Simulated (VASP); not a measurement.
Input of a VASP 6.6.1 run:

File INCAR:

```
SYSTEM = CdSe
  PREC = Accurate
  ENCUT = 520
  EDIFF = 1E-6
  ISMEAR = -1
  SIGMA = 0.02
  LREAL = .False.
  LASPH = .True.
  NELM = 80
  ALGO = Normal
  ISIF = 2
  LWAVE = .False.
  LCHARG = .True.
  GGA = PS
  LELF = .True.
  LVHAR = .True.
  NBANDS = 46
```

KPOINTS

```
regular mesh
0
Gamma
  6 6 2
  0 0 0
```

File POSCAR:

```
CdSe
1.0
    4.3020697841      0.0000000000      0.0000000000
   -2.1510348920      3.7257017219      0.0000000000
    0.0000000000      0.0000000000     14.0399550597
Cd Se
4 4
Direct
    0.0000000000      0.0000000000     -0.0001600644
    0.3333333333      0.6666666667      0.2499525688
    0.0000000000      0.0000000000      0.4998399356
    0.6666666667      0.3333333333      0.7499525688
    0.0000000000      0.0000000000      0.1874727668
    0.3333333333      0.6666666667      0.4377347287
    0.0000000000      0.0000000000      0.6874727668
    0.6666666667      0.3333333333      0.9377347287
```

Potentials or basis: VASP PAW PBE potentials, release 64 (Cd, Se).

The run is started by

```sh
$ cat potpaw_PBE.64/Cd/POTCAR potpaw_PBE.64/Se/POTCAR > POTCAR
$ mpirun -np 1 vasp_std > vasp.out
```

What does it give for the band gap on the k mesh?

0.51 eV.

Estimate the pressure.

0.3 GPa.

Caveat: semilocal functionals underestimate gaps, and a narrow one can read as zero; the PAW data sets were made with another functional, which shifts forces and pressure a little.
